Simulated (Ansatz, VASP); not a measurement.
**Two plane-wave programs on Fe**

Contents of INCAR:

```
SYSTEM = Fe
PREC = Accurate ; ENCUT = 520
EDIFF = 1E-6 ; ISMEAR = 0
SIGMA = 0.1 ; LREAL = .FALSE.
LASPH = .TRUE. ; NELM = 150
ALGO = Normal ; ISIF = 2
LWAVE = .FALSE. ; LCHARG = .TRUE.
ISPIN = 2 ; MAGMOM = 4 4 4 4
LORBIT = 11 ; LMAXMIX = 4
GGA = PE ; LELF = .TRUE.
LVHAR = .TRUE. ; NBANDS = 28
```

File KPOINTS:

```
Automatic mesh
0
G
  9 9 2
  0 0 0
```

File POSCAR:

```
Fe
1.0
    2.6197627516      0.0000000000      0.0000000000
   -1.3098813758      2.2687810948      0.0000000000
    0.0000000000      0.0000000000      8.4492519439
Fe
4
Direct
    0.0000000000      0.0000000000      0.0000000000
    0.0000000000      0.0000000000      0.5000000000
    0.3333333333      0.6666666667      0.7500000000
    0.6666666667      0.3333333333      0.2500000000
```

Input for Ansatz:

```yaml
crystal:
  lattice:
    - [2.6197627516, 0.0, 0.0]
    - [-1.3098813758, 2.2687810948, 0.0]
    - [0.0, 0.0, 8.4492519439]
  atoms:
    - { symbol: Fe, position: [0.0, 0.0, 0.0], spin: 4.0 }
    - { symbol: Fe, position: [0.0, 0.0, 0.5], spin: 4.0 }
    - { symbol: Fe, position: [0.3333333333, 0.6666666667, 0.75], spin: 4.0 }
    - { symbol: Fe, position: [0.6666666667, 0.3333333333, 0.25], spin: 4.0 }
basis:
  ecutwfc: 420
kpoints:
  mp_grid: { grid: [9, 9, 2] }
hamiltonian:
  xc: pbe
scf:
  occupations: { method: gaussian, width: 0.1 }
  lower_state_search: "off"
output:
  forces: true
  stress: true
  eigenvalues: true
  populations: true
magnetization:
  spin_polarized: true
```

Alike in both runs: task single point; functional PBE; k mesh 9 × 9 × 2; occupations gaussian, width 0.1 eV; collinear spin.

```csv
,VASP,Ansatz
version,VASP 6.6.1,Ansatz 0.2.0
potentials or method,"VASP PAW PBE potentials, release 64 (Fe), cutoff 520 eV","scalar-relativistic, plane waves, PAW"
valence electrons in the cell,32,64
```

|  | VASP | Ansatz | Ansatz less VASP |
| --- | --- | --- | --- |
| gap on the k mesh at the Fermi level (eV) | none | none | - |
| pressure (GPa) | -6.0 | -6.0 | +0.07 |
| traceless stress, the component that is largest in VASP (GPa) | 3.69 | 3.84 | +0.149 |
| net moment per atom (μB) | 2.65 | 2.65 | -0.001 |
| size of the moment on the site where the two differ most (μB) | 2.66 | 2.70 | +0.043 |

Site moments also hang on the region over which each program counts them. A gap of «none» marks a metal or a gap that the smearing closes. VASP's potentials hold 32 valence electrons a cell and Ansatz's 64, so a difference there can come from the potentials and not from the codes.

The k mesh is coarse, so the values compare programs but aren't converged.
